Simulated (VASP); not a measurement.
# MnS (F-43m) in VASP: single point with LDA

Aim: the single point of MnS with LDA.

Program: VASP 6.6.1. These are calculated values, not measurements. Logs are shortened: lines on timing, memory, paths and dates and some standing lists are left out, and cuts for length are marked.

### 1 The cell of the first run

It takes space group F-43m (No. 216, cubic). The conventional cell has a = 4.868 Å, b = 4.868 Å, c = 4.868 Å, α = 90.00°, β = 90.00°, γ = 90.00°. Mn (site symmetry -43m) has 4 S at 2.11 Å within 2.8 Å. Within 2.8 Å of S (site symmetry -43m) lie 4 Mn at 2.11 Å.

### 2 Single point, LDA, collinear spin, ferromagnetic start

The input, INCAR:

```
PREC = Accurate ; ENCUT = 520
EDIFF = 1E-7 ; ISMEAR = 0
SIGMA = 0.1 ; LREAL = False
LASPH = True ; NELM = 150
ALGO = Normal ; ISIF = 2
LWAVE = False ; LCHARG = False
ISPIN = 2 ; MAGMOM = 4.63 0.14
LORBIT = 11 ; LMAXMIX = 4
GGA = CA ; NBANDS = 20
```

The input, KPOINTS:

```
Automatic mesh
0
Gamma
  14 14 14
```

The input, POSCAR:

```
MnS
1.0
    0.0000000000      2.4341130334      2.4341130334
    2.4341130334      0.0000000000      2.4341130334
    2.4341130334      2.4341130334      0.0000000000
Mn S
1 1
Direct
    0.0000000000      0.0000000000      0.0000000000
    0.2500000000      0.2500000000      0.2500000000
```

Potentials or basis: VASP PAW LDA potentials, release 64 (Mn_pv, S).

Run with:

```sh
$ cat potpaw_LDA.64/Mn_pv/POTCAR potpaw_LDA.64/S/POTCAR > POTCAR
$ mpirun -np 1 vasp_std > vasp.out
```

OUTCAR:

```text
PREC = Accurate
   ENCUT = 520
   EDIFF = 1E-7
   ISMEAR = 0
   LREAL = False
   LASPH = True
   NELM = 150
   ISIF = 2
   ISPIN = 2
   LORBIT = 11
   GGA = CA

 ion  position               nearest neighbor table
   1  0.000  0.000  0.000-   2 2.11   2 2.11   2 2.11   2 2.11
   2  0.250  0.250  0.250-   1 2.11   1 2.11   1 2.11   1 2.11

  LATTYP: Found a face centered cubic cell.
 ALAT       =     4.8682260668

  Lattice vectors:

 A1 = (   0.0000000000,   2.4341130334,   2.4341130334)
 A2 = (   2.4341130334,   0.0000000000,   2.4341130334)
 A3 = (   2.4341130334,   2.4341130334,   0.0000000000)

Analysis of symmetry for initial positions (statically):
=====================================================================
 Subroutine PRICEL returns:
 Original cell was already a primitive cell.

 Routine SETGRP: Setting up the symmetry group for a
 face centered cubic supercell.

 Subroutine GETGRP returns: Found 24 space group operations
 (whereof 24 operations were pure point group operations)
 out of a pool of 48 trial point group operations.

The static configuration has the point symmetry T_d .

Analysis of symmetry for dynamics (positions and initial velocities):
=====================================================================
 Subroutine PRICEL returns:
 Original cell was already a primitive cell.

 Routine SETGRP: Setting up the symmetry group for a
 face centered cubic supercell.

 Subroutine GETGRP returns: Found 24 space group operations
 (whereof 24 operations were pure point group operations)
 out of a pool of 48 trial point group operations.

The dynamic configuration has the point symmetry T_d .

Analysis of structural, dynamic, and magnetic symmetry:
=====================================================================
 Subroutine PRICEL returns:
 Original cell was already a primitive cell.

 Routine SETGRP: Setting up the symmetry group for a
 face centered cubic supercell.

 Subroutine GETGRP returns: Found 24 space group operations
 (whereof 24 operations were pure point group operations)
 out of a pool of 48 trial point group operations.

The overall configuration has the point symmetry T_d .

 Subroutine INISYM returns: Found 24 space group operations
 (whereof 24 operations are pure point group operations),
 and found     1 'primitive' translations

----------------------------------------------------------------------------------------

                                     Primitive cell

  volume of cell :      28.8438
[... 112 lines left out ...]
  Thomas-Fermi vector in A             =   2.544924
   LORBIT       =     11    0 simple, 1 ext, 2 COOP (PROOUT), +10 PAW based schemes
   GGA     = CA    functional components
   LHFCALC =     F    Hartree Fock is set to
   AEXX    =    0.0000 exact exchange contribution
   IVDW    =     0    specifies the selected vdW correction
   LEPSILON=     F    determine dielectric tensor
   LRPA    =     F    only Hartree local field effects (RPA)
 spin polarized calculation
 Gauss-broadening in eV      SIGMA  =   0.10
  energy-cutoff  :      520.00
  volume of cell :       28.84
 maximum number of plane-waves:       793
 NGX is ok and might be reduce to    28
   NGX = 13   NGY = 13   NGZ = 13

 number of electron      19.0000005 magnetization       0.0454132

 Free energy of the ion-electron system (eV)
  ---------------------------------------------------
  ext. energy  EPLUGINS =         0.00000000
  ---------------------------------------------------
  free energy    TOTEN  =       -15.59565713 eV

  energy without entropy =      -15.58229357  energy(sigma->0) =      -15.58897535

 E-fermi :   7.7597     XC(G=0): -11.7908

 val. band max:        7.7562764451   @ k =  -0.2857   0.2143   0.0714
 cond. band min:       7.7606801931   @ k =  -0.4286   0.4286   0.1429
 fundamental gap:      0.0044037480
 Fermi energy:         7.7597235311

 spin component 1

 k-point     1 :       0.0000    0.0000    0.0000
  band No.  band energies     occupation
      1     -39.5218      1.00000
      2     -39.5218      1.00000
      3     -39.5218      1.00000
      4      -7.6617      1.00000
      5       2.9270      1.00000
      6       2.9270      1.00000
[... 541 lines left out ...]
     19      24.2773      0.00000
     20      27.6285      0.00000

 [... further k-points ...]

 spin component 2

 k-point     1 :       0.0000    0.0000    0.0000
  band No.  band energies     occupation
      1     -39.4818      1.00000
      2     -39.4818      1.00000
      3     -39.4818      1.00000
      4      -7.6587      1.00000
      5       2.9392      1.00000
      6       2.9392      1.00000
[... 541 lines left out ...]
     19      24.2854      0.00000
     20      27.6356      0.00000

 [... further k-points ...]

------------------------ aborting loop because EDIFF is reached ----------------------------------------

  FORCE on cell =-STRESS in cart. coord.  units (eV):
  Direction    XX          YY          ZZ          XY          YZ          ZX
  --------------------------------------------------------------------------------------
  -------------------------------------------------------------------------------------
  Total        0.0371715      0.0371715      0.0371715      0.0000000      0.0000000     -0.0000000
  in kB        2.0647547      2.0647547      2.0647547      0.0000000      0.0000000     -0.0000000
  external PRESSURE =       2.0647547 kB  Pullay stress =       0.0000000 kB

 VOLUME and BASIS-vectors are now :
 -----------------------------------------------------------------------------
  energy-cutoff  :      520.00
  volume of cell :       28.84
      direct lattice vectors                 reciprocal lattice vectors
     0.000000000  2.434113033  2.434113033    -0.205413632  0.205413632  0.205413632
     2.434113033  0.000000000  2.434113033     0.205413632 -0.205413632  0.205413632
     2.434113033  2.434113033  0.000000000     0.205413632  0.205413632 -0.205413632

 POSITION                                       TOTAL-FORCE (eV/Angst)
 -----------------------------------------------------------------------------------
      0.00000      0.00000      0.00000         0.000000     -0.000000      0.000000
      1.21706      1.21706      1.21706        -0.000000      0.000000     -0.000000
 -----------------------------------------------------------------------------------
    total drift:                                0.000001      0.000001      0.000001

  FREE ENERGIE OF THE ION-ELECTRON SYSTEM (eV)
  ---------------------------------------------------
  free  energy   TOTEN  =       -15.5956571321 eV

  energy  without entropy=      -15.5822935674  energy(sigma->0) =      -15.58897535

 total charge

# of ion       s       p       d       tot
------------------------------------------
    1        0.374   6.338   5.448  12.159
    2        1.323   2.430   0.000   3.754
--------------------------------------------------
tot          1.697   8.768   5.448  15.913

 magnetization (x)

# of ion       s       p       d       tot
------------------------------------------
    1        0.001   0.001   0.041   0.043
    2       -0.000  -0.001   0.000  -0.001
--------------------------------------------------
tot          0.001  -0.000   0.041   0.042
```

It took 4.9 min on 1 thread of Oxide Virtual Turin-like, shared host; peak memory 0.17 GiB.

Results:

```yaml
Free_energy: -15.5957 eV
Pressure: 0.2 GPa
Net_moment: 0.05 μB per cell
Site_moments: Mn +0.04; S -0.00 μB
Valence_electrons_inside_the_program's_atomic_spheres: Mn 12.16; S 3.75
```

Caveat: the starting moments collapsed, and a magnetic state may lie lower; semilocal functionals often make such compounds metallic where correlation or magnetic order opens a gap, which also shifts bond lengths. With open d or f shells a metallic result of LDA can be an artefact of self-interaction; +U or a hybrid may open a gap.
